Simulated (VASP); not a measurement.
Write the native input for VASP 6.6.1 that does the following.

| Quantity | Value |
| --- | --- |
| Task | single point |
| Functional | RPBE |
| Potentials or basis | VASP PAW PBE potentials, release 64 (Zn, S) |
| Cutoff | 520 eV |
| k mesh | 9 × 9 × 9 |
| Occupations | gaussian, width 0.05 eV |
| Spin | no spin polarisation |
| Dipole correction | no |
| Further INCAR settings | ALGO = Normal; EDIFF = 1e-06; NBANDS = 16 |

The structure of ZnS lies in POSCAR:

```
ZnS
1.0
    3.8212050500      0.0000000000      0.0000000000
    1.9106025250      3.3092606464      0.0000000000
    1.9106025250      1.1030868821      3.1200008583
Zn S
1 1
Direct
    0.7500000000      0.7500000000      0.7500000000
    0.0000000000      0.0000000000      0.0000000000
```

These files were run (other wordings do the same):

INCAR

```
ALGO = Normal ; EDIFF = 1E-6
ENCUT = 520 ; GGA = RP
ISIF = 2 ; ISMEAR = 0
LASPH = True ; LCHARG = False
LREAL = False ; LWAVE = False
NBANDS = 16 ; NELM = 80
PREC = Accurate ; SIGMA = 0.05
```

KPOINTS

```
k-points
0
Gamma
  9 9 9
```

Potentials or basis: VASP PAW PBE potentials, release 64 (Zn, S).

Command:

```bash
$ cat potpaw_PBE.64/Zn/POTCAR potpaw_PBE.64/S/POTCAR > POTCAR
$ mpirun -np 1 vasp_std > vasp.out
```

It gave:

```yaml
Pressure: 4.3 GPa
Band_gap_on_the_k_mesh: 2.28 eV, direct
```

Caveat: the PAW data sets were made with another functional, which shifts forces and pressure a little.

Run time: 20 s on 1 thread of Intel(R) Xeon(R) Platinum 8259CL CPU @ 2.50GHz (Skylake/Cascade Lake), with other jobs on the host, peak memory 0.16 GiB.
